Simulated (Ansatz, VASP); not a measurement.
One calculation of AgI, two programs

Contents of POSCAR:

```
AgI
1.0
    0.0000000000      3.2886328050      3.2886328050
    3.2886328050      0.0000000000      3.2886328050
    3.2886328050      3.2886328050      0.0000000000
Ag I
1 1
Direct
    0.0000000000      0.0000000000      0.0000000000
    0.2500000000      0.2500000000      0.2500000000
```

File INCAR.step1:

```
SYSTEM = AgI
ALGO     = Normal         ! electronic algorithm
EDIFF    = 1E-5           ! SCF threshold, eV
ENCUT    = 550            ! plane-wave cutoff, eV
GGA      = PE             ! functional
GGA_COMPAT= .False.      
ISMEAR   = 0              ! smearing method
LASPH    = .True.         ! aspherical terms in the spheres
LCHARG   = .False.        ! write CHGCAR
LREAL    = .False.        ! projectors in reciprocal space
LWAVE    = .True.         ! write WAVECAR
NBANDS   = 16             ! bands
NELM     = 120            ! most SCF steps
PREC     = Accurate       ! precision mode
SIGMA    = 0.01           ! smearing width, eV
```

The input INCAR.step2:

```
SYSTEM = AgI
ALGO     = Normal         ! electronic algorithm
EDIFF    = 1E-6           ! SCF threshold, eV
ENCUT    = 550            ! plane-wave cutoff, eV
GGA_COMPAT= .False.      
ISIF     = 2              ! what is computed and relaxed
ISMEAR   = 0              ! smearing method
ISTART   = 1            
LASPH    = .True.         ! aspherical terms in the spheres
LCHARG   = .True.         ! write CHGCAR
LELF     = .True.         ! ELF
LMIXTAU  = .True.       
LREAL    = .False.        ! projectors in reciprocal space
LVHAR    = .True.       
LWAVE    = .False.        ! write WAVECAR
METAGGA  = R2SCAN         ! meta-GGA
NBANDS   = 16             ! bands
NELM     = 120            ! most SCF steps
PREC     = Accurate       ! precision mode
SIGMA    = 0.01           ! smearing width, eV
```

Contents of KPOINTS:

```
k-points
0
Gamma
  6 6 6
  0 0 0
```

Input for Ansatz:

```yaml
crystal:
  lattice:
    - [0.0, 3.288632805, 3.288632805]
    - [3.288632805, 0.0, 3.288632805]
    - [3.288632805, 3.288632805, 0.0]
  atoms:
    - { symbol: Ag, position: [0.0, 0.0, 0.0] }
    - { symbol: I, position: [0.25, 0.25, 0.25] }
kpoints:
  mp_grid: { grid: [6, 6, 6] }
hamiltonian:
  xc: r2scan
scf:
  occupations: { method: fixed }
  n_extra_bands: 4
output:
  forces: true
  stress: true
  eigenvalues: true
```

Alike in both runs: task single point; functional r2SCAN; k mesh 6 × 6 × 6; no spin polarisation.

```csv
,VASP,Ansatz
version,VASP 6.6.1,Ansatz 0.2.0
potentials or method,"VASP PAW PBE potentials, release 64 (Ag, I)","plane waves, PAW"
plane-wave cutoff (eV),550,500
occupations,"gaussian, width 0.01 eV",fixed
valence electrons in the cell,18,36
```

```csv
,VASP,Ansatz,Ansatz less VASP
gap on the k mesh at the Fermi level (eV),1.79,1.82,+0.032
pressure (GPa),-0.1,0.0,+0.11
```

VASP's potentials were made for PBE, not for r2SCAN. VASP's potentials hold 18 valence electrons a cell and Ansatz's 36, so a difference there can come from the potentials and not from the codes.

Neither program's run includes spin-orbit coupling.
